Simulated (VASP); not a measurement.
# Cu (P6_3/mmc) in VASP: notebook

Runs on Cu. Level: PBEsol. Tasks: density of states.

All numbers are computed with VASP 6.6.1; they aren't measurements. Logs are shortened: lines on timing, memory, paths and dates and some standing lists are left out, and cuts for length are marked.

### 1 The cell of the first run

The structure is hexagonal, space group P6_3/mmc (No. 194). Conventional cell: a = 2.531 Å, b = 2.531 Å, c = 8.262 Å, α = 90.00°, β = 90.00°, γ = 120.00°. Cu (site symmetry -3m) has 12 Cu at 2.53 Å within 3.3 Å. Within 3.3 Å of Cu (site symmetry -6m2) lie 12 Cu at 2.53 Å.

### 2 Density of states, PBEsol

POSCAR

```
Cu
1.0
    2.5307640000      0.0000000000      0.0000000000
   -1.2653820000      2.1917060000      0.0000000000
    0.0000000000      0.0000000000      8.2618150000
Cu
4
Direct
    0.0000000000      0.0000000000      0.0000000000
    0.3333333333      0.6666666667      0.2500000000
    0.0000000000      0.0000000000      0.5000000000
    0.6666666667      0.3333333333      0.7500000000
```

INCAR.step1

```
SYSTEM = Cu
  PREC = Accurate
  ENCUT = 520
  EDIFF = 1E-7
  ISMEAR = 0
  SIGMA = 0.1
  LREAL = .False.
  LASPH = .True.
  NELM = 60
  ALGO = Normal
  ISIF = 2
  LWAVE = .False.
  LCHARG = .True.
  LMAXMIX = 4
  GGA = PS
  NBANDS = 30
```

KPOINTS.step1

```
Automatic mesh
0
Gamma
  11 11 3
  0 0 0
```

INCAR.step2

```
SYSTEM = Cu
  PREC = Accurate
  ENCUT = 520
  EDIFF = 1E-7
  ISMEAR = -5
  SIGMA = 0.1
  LREAL = .False.
  LASPH = .True.
  NELM = 60
  ALGO = Normal
  ISIF = 2
  LWAVE = .False.
  LCHARG = .False.
  LMAXMIX = 4
  GGA = PS
  LORBIT = 11
  NBANDS = 30
  NEDOS = 1001
  ICHARG = 11
```

KPOINTS.step2

```
Automatic mesh
0
Gamma
  17 17 5
  0 0 0
```

Potentials or basis: VASP PAW PBE potentials, release 64 (Cu).

Started as:

```sh
$ cat potpaw_PBE.64/Cu/POTCAR > POTCAR
$ cp INCAR.step1 INCAR
$ cp KPOINTS.step1 KPOINTS
$ mpirun -np 1 vasp_std > vasp.out
$ cp INCAR.step2 INCAR
$ cp KPOINTS.step2 KPOINTS
$ mpirun -np 1 vasp_std > vasp.out
```

OUTCAR:

```text
SYSTEM = Cu
   PREC = Accurate
   ENCUT = 520
   EDIFF = 1E-7
   ISMEAR = -5
   LREAL = .False.
   LASPH = .True.
   NELM = 60
   ISIF = 2
   GGA = PS
   LORBIT = 11
   ICHARG = 11

 ion  position               nearest neighbor table
   1  0.000  0.000  0.000-   2 2.53   4 2.53   4 2.53   2 2.53   4 2.53   2 2.53
   2  0.333  0.667  0.250-   1 2.53   3 2.53   1 2.53   3 2.53   1 2.53   3 2.53
   3  0.000  0.000  0.500-   2 2.53   4 2.53   4 2.53   2 2.53   4 2.53   2 2.53
   4  0.667  0.333  0.750-   1 2.53   3 2.53   1 2.53   3 2.53   1 2.53   3 2.53

  LATTYP: Found a hexagonal cell.
 ALAT       =     2.5307640000
 C/A-ratio  =     3.2645537079

  Lattice vectors:

 A1 = (   2.5307640000,   0.0000000000,   0.0000000000)
 A2 = (  -1.2653820000,   2.1917060000,   0.0000000000)
 A3 = (   0.0000000000,   0.0000000000,   8.2618150000)

Analysis of symmetry for initial positions (statically):
=====================================================================
 Subroutine PRICEL returns:
 Original cell was already a primitive cell.

 Routine SETGRP: Setting up the symmetry group for a
 hexagonal supercell.

 Subroutine GETGRP returns: Found 24 space group operations
 (whereof 12 operations were pure point group operations)
 out of a pool of 24 trial point group operations.

The static configuration has the point symmetry D_3d.
 The point group associated with its full space group is D_6h.

Analysis of symmetry for dynamics (positions and initial velocities):
=====================================================================
 Subroutine PRICEL returns:
 Original cell was already a primitive cell.

 Routine SETGRP: Setting up the symmetry group for a
 hexagonal supercell.

 Subroutine GETGRP returns: Found 24 space group operations
 (whereof 12 operations were pure point group operations)
 out of a pool of 24 trial point group operations.

The dynamic configuration has the point symmetry D_3d.
 The point group associated with its full space group is D_6h.

 Subroutine INISYM returns: Found 24 space group operations
 (whereof 12 operations are pure point group operations),
 and found     1 'primitive' translations

----------------------------------------------------------------------------------------

                                     Primitive cell

  volume of cell :      45.8257

  direct lattice vectors                    reciprocal lattice vectors
     2.530764000  0.000000000  0.000000000     0.395137595  0.228132788  0.000000000
    -1.265382000  2.191706000  0.000000000     0.000000000  0.456265576  0.000000000
[... 96 lines left out ...]
   NFREE  =      0    steps in history (QN), initial steepest desc. (CG)
   ISIF   =      2    stress and relaxation
   ISYM   =      2    0-nonsym 1-usesym 2-fastsym
   POTIM  = 0.5000    time-step for ionic-motion
   TEBEG  =    0.0;   TEEND  =   0.0 temperature during run
   PSTRESS=    0.0 pullay stress
   NELECT =      44.0000    total number of electrons
   NUPDOWN=      -1.0000    fix difference up-down
   EMIN   =  10.00;   EMAX   =-10.00  energy-range for DOS
   EFERMI =   0.00;   METHOD = LEGACY
   ISMEAR =    -5;   SIGMA  =   0.10  broadening in eV -4-tet -1-fermi 0-gaus
   EFERMI_NEDOS =   21; number of points for ismear=-14 and -15
   IALGO  =     38    algorithm
   IMIX   =      4    mixing-type and parameters
     AMIX     =   0.40;   BMIX     =  1.00
     AMIX_MAG =   1.60;   BMIX_MAG =  1.00
  volume/ion in A,a.u.               =      11.46        77.31
  Fermi-wavevector in a.u.,A,eV,Ry     =   1.615062  3.052025 35.489789  2.608426
  Thomas-Fermi vector in A             =   2.709870
   LORBIT       =     11    0 simple, 1 ext, 2 COOP (PROOUT), +10 PAW based schemes
   GGA     = PS    functional components
   LHFCALC =     F    Hartree Fock is set to
   AEXX    =    0.0000 exact exchange contribution
   IVDW    =     0    specifies the selected vdW correction
   LEPSILON=     F    determine dielectric tensor
   LRPA    =     F    only Hartree local field effects (RPA)
 non-spin polarized calculation
 Fermi weights with tetrahedron method with Bloechl corrections
  energy-cutoff  :      520.00
  volume of cell :       45.83
 maximum number of plane-waves:      1249
 NGX is ok and might be reduce to    20

 number of electron      43.9999989 magnetization

 Free energy of the ion-electron system (eV)
  ---------------------------------------------------
  ext. energy  EPLUGINS =         0.00000000
  ---------------------------------------------------
  free energy    TOTEN  =       -17.21347694 eV

  energy without entropy =      -17.21347694  energy(sigma->0) =      -17.21347694

 E-fermi :   7.7836     XC(G=0): -13.0875

 val. band max:        7.8245796393   @ k =   0.4706   0.0588   0.4000
 cond. band min:       7.8198557225   @ k =   0.4118   0.1176   0.0000
 fundamental gap:     -0.0047239167
 Fermi energy:         7.7835940104

 k-point     1 :       0.0000    0.0000    0.0000
  band No.  band energies     occupation
      1      -1.8424      2.00000
      2       0.3236      2.00000
      3       0.3240      2.00000
      4       2.5071      2.00000
      5       4.3841      2.00000
      6       4.3912      2.00000
[... 781 lines left out ...]
     29      20.2960      0.00000
     30      20.5234      0.00000

 [... further k-points ...]
[... 5 lines left out ...]
  --------------------------------------------------------------------------------------
  -------------------------------------------------------------------------------------
  Total        1.2047899      1.2047900      1.4846008      0.0000000      0.0000000      0.0000000
  in kB       42.1223402     42.1223435     51.9051975      0.0000000      0.0000000      0.0000000
  external PRESSURE =      45.3832937 kB  Pullay stress =       0.0000000 kB

 VOLUME and BASIS-vectors are now :
 -----------------------------------------------------------------------------
  energy-cutoff  :      520.00
  volume of cell :       45.83
      direct lattice vectors                 reciprocal lattice vectors
     2.530764000  0.000000000  0.000000000     0.395137595  0.228132788  0.000000000
    -1.265382000  2.191706000  0.000000000     0.000000000  0.456265576  0.000000000
     0.000000000  0.000000000  8.261815000     0.000000000  0.000000000  0.121038779

 POSITION                                       TOTAL-FORCE (eV/Angst)
 -----------------------------------------------------------------------------------
      0.00000      0.00000      0.00000         0.000000      0.000000      0.000000
     -0.00000      1.46114      2.06545        -0.000000      0.000000     -0.000000
      0.00000      0.00000      4.13091        -0.000000      0.000000      0.000000
      1.26538      0.73057      6.19636         0.000000     -0.000000     -0.000000
 -----------------------------------------------------------------------------------
    total drift:                                0.000000     -0.000000      0.000000

  FREE ENERGIE OF THE ION-ELECTRON SYSTEM (eV)
  ---------------------------------------------------
  free  energy   TOTEN  =       -17.2134769382 eV

  energy  without entropy=      -17.2134769382  energy(sigma->0) =      -17.21347694

 total charge

# of ion       s       p       d       tot
------------------------------------------
    1        0.461   0.407   9.171  10.039
    2        0.460   0.409   9.171  10.040
    3        0.461   0.407   9.171  10.039
    4        0.460   0.409   9.171  10.040
--------------------------------------------------
tot          1.841   1.632  36.686  40.159
```

OSZICAR.step1:

```text
N       E                     dE             d eps       ncg     rms          rms(c)
DAV:   1     0.335028179015E+03    0.33503E+03   -0.19877E+04  2008   0.265E+03
DAV:   2     0.880679983878E+01   -0.32622E+03   -0.31441E+03  1920   0.395E+02
DAV:   3    -0.208639948286E+02   -0.29671E+02   -0.28019E+02  2104   0.166E+02
DAV:   4    -0.216156642130E+02   -0.75167E+00   -0.75033E+00  2234   0.359E+01
DAV:   5    -0.216259103446E+02   -0.10246E-01   -0.10246E-01  2448   0.412E+00    0.168E+01
DAV:   6    -0.187965105892E+02    0.28294E+01   -0.34855E+01  2124   0.127E+02    0.822E+00
DAV:   7    -0.172636011700E+02    0.15329E+01   -0.64908E+00  2214   0.528E+01    0.960E-01
DAV:   8    -0.172322147748E+02    0.31386E-01   -0.13600E-01  2902   0.984E+00    0.926E-01
DAV:   9    -0.172224669694E+02    0.97478E-02   -0.27306E-02  2370   0.705E+00    0.561E-01
DAV:  10    -0.172167798322E+02    0.56871E-02   -0.10808E-02  2342   0.199E+00    0.513E-02
DAV:  11    -0.172168313987E+02   -0.51567E-04   -0.77837E-04  2632   0.529E-01    0.398E-02
DAV:  12    -0.172168096979E+02    0.21701E-04   -0.12999E-04  2398   0.323E-01    0.474E-03
DAV:  13    -0.172168120300E+02   -0.23321E-05   -0.22174E-05  2420   0.903E-02    0.470E-03
DAV:  14    -0.172168118876E+02    0.14241E-06   -0.20243E-06  2348   0.498E-02    0.121E-03
DAV:  15    -0.172168120091E+02   -0.12146E-06   -0.33857E-07  1894   0.888E-03    0.333E-04
DAV:  16    -0.172168120103E+02   -0.12496E-08   -0.23206E-08  1338   0.211E-03
   1 F= -.17216812E+02 E0= -.17212847E+02  d E =-.792988E-02
```

Wall time 2.3 min (1 thread of AMD EPYC 7R43 (Zen 3), shared host); peak memory 0.18 GiB.

Results:

```
Valence electrons inside the program's atomic spheres : Cu 10.04
```

Levels at points of the mesh, in eV from the Fermi level:
| k point | band 18 | band 19 | band 20 | band 21 | band 22 | band 23 | band 24 | band 25 | band 26 | band 27 |
| --- | --- | --- | --- | --- | --- | --- | --- | --- | --- | --- |
| (0.00, 0.00, 0.00) | -2.18 | -2.18 | -2.00 | -2.00 | -1.71 | -1.71 | -1.12 | 3.89 | 12.68 | 12.68 |

Caveat: the PAW data sets were made with another functional, which shifts forces and pressure a little; tetrahedron occupations give inexact forces and stress in metals.

### 3 Density of states, PBEsol

POSCAR is that of step 2.

INCAR.step1

```
SYSTEM = Cu
  PREC = Accurate
  ENCUT = 610
  EDIFF = 1E-6
  ISMEAR = 0
  SIGMA = 0.1
  LREAL = .False.
  LASPH = .True.
  NELM = 120
  ALGO = Normal
  ISIF = 2
  LWAVE = .False.
  LCHARG = .True.
  LMAXMIX = 4
  GGA = PS
  NBANDS = 46
  GGA_COMPAT = .False.
  NEDOS = 2001
  LORBIT = 11
```

KPOINTS.step1 is that of step 2.

INCAR.step2

```
SYSTEM = Cu
  PREC = Accurate
  ENCUT = 610
  EDIFF = 1E-6
  ISMEAR = -5
  SIGMA = 0.1
  LREAL = .False.
  LASPH = .True.
  NELM = 120
  ALGO = Normal
  ISIF = 2
  LWAVE = .False.
  LCHARG = .False.
  LMAXMIX = 4
  GGA = PS
  LORBIT = 11
  NBANDS = 46
  NEDOS = 1001
  ICHARG = 11
  GGA_COMPAT = .False.
```

KPOINTS.step2 is that of step 2.

Potentials or basis: VASP PAW PBE potentials, release 64 (Cu_sv_GW).

Started as:

```sh
$ cat potpaw_PBE.64/Cu_sv_GW/POTCAR > POTCAR
$ cp INCAR.step1 INCAR
$ cp KPOINTS.step1 KPOINTS
$ mpirun -np 1 vasp_std > vasp.out
$ cp INCAR.step2 INCAR
$ cp KPOINTS.step2 KPOINTS
$ mpirun -np 1 vasp_std > vasp.out
```

Run time: 6.5 min. Hardware: 1 thread of Intel Xeon Platinum 8375C at 2.90GHz (Ice Lake), shared host; peak memory 0.33 GiB.

The run converged. Its results:

| Quantity | Value |
| --- | --- |
| Valence electrons inside the program's atomic spheres | Cu 17.63, 17.64 |

Levels at points of the mesh, in eV from the Fermi level:
```csv
k point,band 35,band 36,band 37,band 38,band 39,band 40,band 41,band 42
"(0.00, 0.00, 0.00)",-2.14,-1.97,-1.97,-1.67,-1.67,-1.18,3.88,12.65
```

Caveat: the PAW data sets were made with another functional, which shifts forces and pressure a little; tetrahedron occupations give inexact forces and stress in metals.
